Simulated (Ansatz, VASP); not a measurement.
TiO2 in VASP and in Ansatz

The input INCAR:

```
SYSTEM = TiO2
PREC = Accurate ; ENCUT = 600
EDIFF = 1E-6 ; ISMEAR = 0
SIGMA = 0.01 ; LREAL = .False.
LASPH = .True. ; NELM = 120
ALGO = Normal ; ISIF = 2
LWAVE = .False. ; LCHARG = .False.
GGA = RE ; NBANDS = 33
GGA_COMPAT = .False.
```

Contents of KPOINTS:

```
Automatic mesh
0
Gamma
  8 8 8
  0 0 0
```

POSCAR

```
TiO2
1.0
   -1.8921000000      1.8921000000      4.7573000000
    1.8921000000     -1.8921000000      4.7573000000
    1.8921000000      1.8921000000     -4.7573000000
Ti O
2 4
Direct
    0.0000000000      1.0000000000      0.0000000000
    0.7500000000      0.2500000000      0.5000000000
    0.2081000000      0.2081000000      0.0000000000
    0.7919000000      0.7919000000      0.0000000000
   -0.0419000000      0.4581000000      0.5000000000
    0.5419000000      1.0419000000      0.5000000000
```

Input for Ansatz:

```yaml
crystal:
  lattice:
    a: 3.7842
    b: 3.7842
    c: 9.5146
    alpha: 90.0
    beta: 90.0
    gamma: 90.0
  space_group: 141
  setting:
    hermann_mauguin: I41/amd
    origin_choice: 1
  atoms:
    - { symbol: Ti, position: [0.0, 0.0, 0.0] }
    - { symbol: O, position: [0.0, 0.0, 0.2081] }
  reduce_to_primitive: true
kpoints:
  mp_grid:
    grid: [8, 8, 8]
hamiltonian:
  xc: revpbe
  pseudopotentials:
    kind: paw
scf:
  occupations:
    method: fixed
output:
  stress: true
```

Alike in both runs: task single point; functional revPBE; k mesh 8 × 8 × 8; no spin polarisation.

|  | VASP | Ansatz |
| --- | --- | --- |
| version | VASP 6.6.1 | Ansatz 0.2.0 |
| potentials or method | VASP PAW PBE potentials, release 64 (Ti_sv, O) | plane waves, PAW |
| plane-wave cutoff (eV) | 600 | 420 |
| occupations | gaussian, width 0.01 eV | fixed |
| valence electrons in the cell | 48 | 48 |

```csv
,VASP,Ansatz,Ansatz less VASP
pressure (GPa),9.0,8.6,-0.42
"traceless stress, the component that is largest in VASP (GPa)",0.95,0.86,-0.090
```

VASP's potentials were made for PBE, not for revPBE.
